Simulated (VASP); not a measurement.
# NaHgF3 (Pm-3m) in VASP: notebook, part 2 of 2

VASP 6.6.1. Earlier steps stand in the parts before.

## (4) Single point, PBE (19.55 Å³/atom)

This run uses another cell than the first one, of 19.55 Å³/atom.

Input file INCAR:

```
PREC = Accurate ; ENCUT = 1130
EDIFF = 1E-6 ; ISMEAR = 0
SIGMA = 0.01 ; LREAL = F
LASPH = T ; NELM = 120
ALGO = Normal ; ISIF = 2
LWAVE = F ; LCHARG = F
GGA = PE ; NBANDS = 33
GGA_COMPAT = F
```

Input file KPOINTS:

```
regular mesh
0
Gamma
  6 6 6
```

Input file POSCAR:

```
NaHgF3
1.0
    4.6061555430      0.0000000000      0.0000000000
    0.0000000000      4.6061555430      0.0000000000
    0.0000000000      0.0000000000      4.6061555430
Na Hg F
1 1 3
Direct
    0.0000000000      0.0000000000      0.0000000000
    0.5000000000      0.5000000000      0.5000000000
    0.5000000000      0.5000000000      0.0000000000
    0.5000000000      0.0000000000      0.5000000000
    0.0000000000      0.5000000000      0.5000000000
```

Potentials or basis: VASP PAW PBE potentials, release 64 (Na_sv, Hg_sv_GW, F).

Command:

```sh
cat potpaw_PBE.64/Na_sv/POTCAR potpaw_PBE.64/Hg_sv_GW/POTCAR potpaw_PBE.64/F/POTCAR > POTCAR
mpirun -np 1 vasp_std > vasp.out
```

OUTCAR:

```text
PREC = Accurate
   ENCUT = 1130
   EDIFF = 1E-6
   ISMEAR = 0
   LREAL = F
   LASPH = T
   NELM = 120
   ISIF = 2
   GGA = PE

 ion  position               nearest neighbor table
   1  0.000  0.000  0.000-
   2  0.500  0.500  0.500-   3 2.30   4 2.30   5 2.30   3 2.30   4 2.30   5 2.30
   3  0.500  0.500  0.000-   2 2.30   2 2.30
   4  0.500  0.000  0.500-   2 2.30   2 2.30
   5  0.000  0.500  0.500-   2 2.30   2 2.30

  LATTYP: Found a simple cubic cell.
 ALAT       =     4.6061555430

  Lattice vectors:

 A1 = (   4.6061555430,   0.0000000000,   0.0000000000)
 A2 = (   0.0000000000,   4.6061555430,   0.0000000000)
 A3 = (   0.0000000000,   0.0000000000,   4.6061555430)

Analysis of symmetry for initial positions (statically):
=====================================================================
 Subroutine PRICEL returns:
 Original cell was already a primitive cell.

 Routine SETGRP: Setting up the symmetry group for a
 simple cubic supercell.

 Subroutine GETGRP returns: Found 48 space group operations
 (whereof 48 operations were pure point group operations)
 out of a pool of 48 trial point group operations.

The static configuration has the point symmetry O_h .

Analysis of symmetry for dynamics (positions and initial velocities):
=====================================================================
 Subroutine PRICEL returns:
 Original cell was already a primitive cell.

 Routine SETGRP: Setting up the symmetry group for a
 simple cubic supercell.

 Subroutine GETGRP returns: Found 48 space group operations
 (whereof 48 operations were pure point group operations)
 out of a pool of 48 trial point group operations.

The dynamic configuration has the point symmetry O_h .
[... 115 lines left out ...]
   ISMEAR =     0;   SIGMA  =   0.01  broadening in eV -4-tet -1-fermi 0-gaus
   EFERMI_NEDOS =   21; number of points for ismear=-14 and -15
   IALGO  =     38    algorithm
   IMIX   =      4    mixing-type and parameters
     AMIX     =   0.40;   BMIX     =  1.00
     AMIX_MAG =   1.60;   BMIX_MAG =  1.00
  volume/ion in A,a.u.               =      19.55       131.90
  Fermi-wavevector in a.u.,A,eV,Ry     =   1.309361  2.474334 23.326203  1.714428
  Thomas-Fermi vector in A             =   2.439965
   LORBIT       =      0    0 simple, 1 ext, 2 COOP (PROOUT), +10 PAW based schemes
   GGA     = PE    functional components
   LHFCALC =     F    Hartree Fock is set to
   AEXX    =    0.0000 exact exchange contribution
   IVDW    =     0    specifies the selected vdW correction
   LEPSILON=     F    determine dielectric tensor
   LRPA    =     F    only Hartree local field effects (RPA)
 non-spin polarized calculation
 Gauss-broadening in eV      SIGMA  =   0.01
  energy-cutoff  :     1130.00
  volume of cell :       97.73
 maximum number of plane-waves:      8480
 NGX is ok and might be reduce to    54
   NGX = 25   NGY = 25   NGZ = 25

 number of electron      49.9999989 magnetization

 Free energy of the ion-electron system (eV)
  ---------------------------------------------------
  ext. energy  EPLUGINS =         0.00000000
  ---------------------------------------------------
  free energy    TOTEN  =       -15.72410424 eV

  energy without entropy =      -15.72410424  energy(sigma->0) =      -15.72410424

 E-fermi :  -0.5350     XC(G=0):  -8.0014

 val. band max:       -0.6034589923   @ k =   0.5000   0.5000   0.5000
 cond. band min:      -0.1772579353   @ k =   0.0000   0.0000   0.0000
 fundamental gap:      0.4262010570
 Fermi energy:        -0.5350476923

 k-point     1 :       0.0000    0.0000    0.0000
  band No.  band energies     occupation
      1    -112.9643      2.00000
      2     -61.3973      2.00000
      3     -61.3973      2.00000
      4     -61.3973      2.00000
      5     -51.9465      2.00000
      6     -23.8441      2.00000
[... 709 lines left out ...]
     32       7.9861      0.00000
     33       7.9861      0.00000

------------------------ aborting loop because EDIFF is reached ----------------------------------------

  FORCE on cell =-STRESS in cart. coord.  units (eV):
  Direction    XX          YY          ZZ          XY          YZ          ZX
  --------------------------------------------------------------------------------------
  -------------------------------------------------------------------------------------
  Total       -0.9422686     -0.9422686     -0.9422686     -0.0000000     -0.0000000      0.0000000
  in kB      -15.4479024    -15.4479024    -15.4479024     -0.0000000     -0.0000000      0.0000000
  external PRESSURE =     -15.4479024 kB  Pullay stress =       0.0000000 kB

 VOLUME and BASIS-vectors are now :
 -----------------------------------------------------------------------------
  energy-cutoff  :     1130.00
  volume of cell :       97.73
      direct lattice vectors                 reciprocal lattice vectors
     4.606155543  0.000000000  0.000000000     0.217100788  0.000000000  0.000000000
     0.000000000  4.606155543  0.000000000     0.000000000  0.217100788  0.000000000
     0.000000000  0.000000000  4.606155543     0.000000000  0.000000000  0.217100788

 POSITION                                       TOTAL-FORCE (eV/Angst)
 -----------------------------------------------------------------------------------
      0.00000      0.00000      0.00000         0.000000      0.000000      0.000000
      2.30308      2.30308      2.30308         0.000000      0.000000      0.000000
      2.30308      2.30308      0.00000         0.000000      0.000000      0.000000
      2.30308      0.00000      2.30308         0.000000      0.000000      0.000000
      0.00000      2.30308      2.30308         0.000000      0.000000      0.000000
 -----------------------------------------------------------------------------------
    total drift:                                0.000000      0.000000      0.000000

  FREE ENERGIE OF THE ION-ELECTRON SYSTEM (eV)
  ---------------------------------------------------
  free  energy   TOTEN  =       -15.7241042439 eV

  energy  without entropy=      -15.7241042439  energy(sigma->0) =      -15.72410424
```

OSZICAR:

```text
N       E                     dE             d eps       ncg     rms          rms(c)
DAV:   1     0.104770297040E+04    0.10477E+04   -0.41536E+04  1448   0.283E+03
DAV:   2     0.112314667401E+03   -0.93539E+03   -0.85448E+03  1328   0.748E+02
DAV:   3    -0.129065639134E+02   -0.12522E+03   -0.12168E+03  1837   0.272E+02
DAV:   4    -0.183362778089E+02   -0.54297E+01   -0.53898E+01  1508   0.740E+01
DAV:   5    -0.187808657284E+02   -0.44459E+00   -0.44430E+00  2362   0.185E+01    0.178E+01
DAV:   6    -0.158447768686E+02    0.29361E+01   -0.99019E+00  1755   0.294E+01    0.159E+01
DAV:   7    -0.157800073364E+02    0.64770E-01   -0.65887E-01  1395   0.657E+00    0.107E+01
DAV:   8    -0.157297965646E+02    0.50211E-01   -0.24507E-01  1461   0.509E+00    0.835E-01
DAV:   9    -0.157238721471E+02    0.59244E-02   -0.26586E-02  1990   0.199E+00    0.242E-01
DAV:  10    -0.157240538207E+02   -0.18167E-03   -0.22796E-03  1549   0.546E-01    0.194E-01
DAV:  11    -0.157241029645E+02   -0.49144E-04   -0.57428E-04  1799   0.260E-01    0.164E-01
DAV:  12    -0.157241019336E+02    0.10309E-05   -0.37968E-05  1956   0.692E-02    0.534E-02
DAV:  13    -0.157241041333E+02   -0.21996E-05   -0.92496E-06  1728   0.469E-02    0.245E-03
DAV:  14    -0.157241042439E+02   -0.11062E-06   -0.53425E-07  1090   0.140E-02
   1 F= -.15724104E+02 E0= -.15724104E+02  d E =-.163585E-23
```

It took 3.2 min on 1 thread of Intel Xeon Platinum 8259CL at 2.50GHz (Skylake/Cascade Lake), shared host; peak memory 0.55 GiB.

What came out:

```yaml
Free_energy: -15.7241 eV
Pressure: -1.5 GPa
Band_gap_on_the_k_mesh: 0.43 eV (least direct gap 2.64 eV)
```

Caveat: spin-orbit coupling is left out, which moves the levels of the heavy elements.

## (5) The runs side by side

| level | cell | cutoff (eV) | gap on the mesh (eV) | pressure (GPa) |
| --- | --- | --- | --- | --- |
| r2SCAN | a = 4.407 Å, 5 atoms | 1250 | 0.74 | 4.3 |
| r2SCAN | a = 4.453 Å, 5 atoms | 1250 | 0.81 | 1.9 |
| PBE | a = 4.606 Å, 5 atoms | 1130 | 0.43 | -1.5 |

Alike in all rows: task single point; potentials or basis VASP PAW PBE potentials, release 64 (Na_sv, Hg_sv_GW, F); no spin polarisation; k mesh 6 × 6 × 6; smearing gaussian 0.01 eV.

Caveats: spin-orbit coupling is left out, which moves the levels of the heavy elements; the PAW data sets were made with another functional, which shifts forces and pressure a little (at least some runs); the cell stands under pressure (at least some runs).

Absolute energies hang on the potentials; compare differences alone.
